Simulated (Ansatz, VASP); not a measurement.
**MgS: VASP beside Ansatz**

File POSCAR:

```
MgS
1.0
    0.0000000000      2.6015177399      2.6015177399
    2.6015177399      0.0000000000      2.6015177399
    2.6015177399      2.6015177399      0.0000000000
Mg S
1 1
Direct
    0.0000000000      0.0000000000      0.0000000000
    0.5000000000      0.5000000000      0.5000000000
```

File INCAR.step1:

```
SYSTEM = MgS
PREC = Accurate
ENCUT = 520
ISMEAR = 1
SIGMA = 0.5
LREAL = .FALSE.
LASPH = .TRUE.
NELM = 60
NBANDS = 11
GGA = PE
ALGO = Normal
EDIFF = 1E-4
LWAVE = .TRUE.
LCHARG = .FALSE.
```

File INCAR.step2:

```
SYSTEM = MgS
PREC = Accurate
ENCUT = 520
EDIFF = 1E-6
ISMEAR = 1
SIGMA = 0.5
LREAL = .FALSE.
LASPH = .TRUE.
NELM = 60
ALGO = Normal
ISIF = 2
LWAVE = .FALSE.
LCHARG = .FALSE.
METAGGA = R2SCAN
LMIXTAU = .TRUE.
NBANDS = 11
ISTART = 1
```

KPOINTS

```
regular mesh
0
G
  6 6 6
  0 0 0
```

Input for Ansatz:

```yaml
crystal:
  lattice:
    - [0.0, 2.6015177399, 2.6015177399]
    - [2.6015177399, 0.0, 2.6015177399]
    - [2.6015177399, 2.6015177399, 0.0]
  atoms:
    - { symbol: Mg, position: [0.0, 0.0, 0.0] }
    - { symbol: S, position: [0.5, 0.5, 0.5] }
kpoints:
  mp_grid: { grid: [6, 6, 6] }
hamiltonian:
  xc: r2scan
scf:
  occupations: { method: methfessel_paxton, width: 0.5 }
  n_extra_bands: 4
output:
  forces: true
  stress: true
  eigenvalues: true
```

Alike in both runs: task single point; functional r2SCAN; k mesh 6 × 6 × 6; occupations methfessel-paxton of order 1, width 0.5 eV; no spin polarisation.

|  | VASP | Ansatz |
| --- | --- | --- |
| version | VASP 6.6.1 | Ansatz 0.2.0 |
| potentials or method | VASP PAW PBE potentials, release 64 (Mg, S) | plane waves |
| plane-wave cutoff (eV) | 520 | 500 |
| valence electrons in the cell | 8 | 16 |

Ansatz gave:

```
pressure (GPa) : 0.0
```

Problem. Which values does VASP return?

Solution. Pressure (GPa): -0.5.

VASP's potentials were made for PBE, not for r2SCAN. The functional is the same, so the differences come from potentials, cutoffs and numerics. VASP's potentials hold 8 valence electrons a cell and Ansatz's 16, so a difference there can come from the potentials and not from the codes.
